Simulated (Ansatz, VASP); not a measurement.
Two plane-wave programs on CuO

```
Cu O
1.0
     3.17550    0.00000    0.00000
     0.00000    3.17550    0.00000
     0.00000    0.00000    4.64953
Cu O
2 2
Direct
  0.00000 0.00000 0.00000
  0.50000 0.50000 0.00000
  0.50000 0.00000 0.26700
  0.00000 0.50000 0.73300
```

Alike in both runs: task single point; functional PBE; k mesh 11 × 11 × 8; occupations fermi-dirac, width 0.05 eV; no spin polarisation.

|  | VASP | Ansatz |
| --- | --- | --- |
| version | VASP 6.6.1 | Ansatz 0.2.0 |
| potentials or method | VASP PAW PBE potentials, release 64 (Cu, O) | Ansatz PAW |
| plane-wave cutoff (eV) | 520 | 420 |
| valence electrons in the cell | 34 | 50 |

|  | VASP | Ansatz | Ansatz less VASP |
| --- | --- | --- | --- |
| gap on the k mesh at the Fermi level (eV) | none | none | - |
| pressure (GPa) | 17.5 | 16.8 | -0.72 |
| traceless stress, the component that is largest in VASP (GPa) | -25.26 | -25.09 | +0.169 |
| rms of the force components (eV/Å) | 0.334 | 0.369 | +0.0347 |

Atom by atom the forces differ by 0.035 eV/Å (rms over components). A gap of «none» marks a metal or a gap that the smearing closes. VASP's potentials hold 34 valence electrons a cell and Ansatz's 50, so a difference there can come from the potentials and not from the codes.
